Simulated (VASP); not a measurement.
Set up this calculation in VASP 6.6.1, as the native input.

```
Task                   : single point
Functional             : PBE
Potentials or basis    : VASP PAW PBE potentials, release 64 (Fe_sv)
Cutoff                 : 600 eV
k mesh                 : 11 × 11 × 11
Occupations            : fermi-dirac, width 0.05 eV
Spin                   : collinear spin, ferromagnetic start
Starting moments       : [2.2] μB
Fixed moment           : 2.2 μB
Dipole correction      : no
Second run             : valence_matched
Further INCAR settings : ALGO = Normal; EDIFF = 1e-06; NBANDS = 18
```

The structure of Fe lies in POSCAR:

```
Fe
1.0
   -1.4430000000      1.4430000000      1.4430000000
    1.4430000000     -1.4430000000      1.4430000000
    1.4430000000      1.4430000000     -1.4430000000
Fe
1
Direct
    0.0000000000      0.0000000000      0.0000000000
```

These files were run (other wordings do the same):

INCAR

```
PREC = Accurate
ENCUT = 600
EDIFF = 1E-6
ISMEAR = -1
SIGMA = 0.05
LREAL = False
LASPH = True
NELM = 200
ALGO = Normal
ISIF = 2
LWAVE = False
LCHARG = False
ISPIN = 2
MAGMOM = 2.2
LORBIT = 11
NUPDOWN = 2.2
LMAXMIX = 4
GGA = PE
NBANDS = 18
GGA_COMPAT = False
```

KPOINTS

```
Automatic mesh
0
Gamma
  11 11 11
```

Potentials or basis: VASP PAW PBE potentials, release 64 (Fe_sv).

The run is started by

```sh
$ cat potpaw_PBE.64/Fe_sv/POTCAR > POTCAR
$ mpirun -np 1 vasp_std > vasp.out
```

It gave:

* Pressure: -13.8 GPa
* Net moment: 2.20 μB per cell
* Site moments: Fe +2.22 μB
* Valence electrons inside the program's atomic spheres: Fe 13.71

Caveat: the total moment is fixed, so each spin has its own Fermi level.

Run time: 11 s on 1 thread of Intel(R) Xeon(R) 6975P-C (Granite Rapids), with other jobs on the host, peak memory 0.14 GiB.
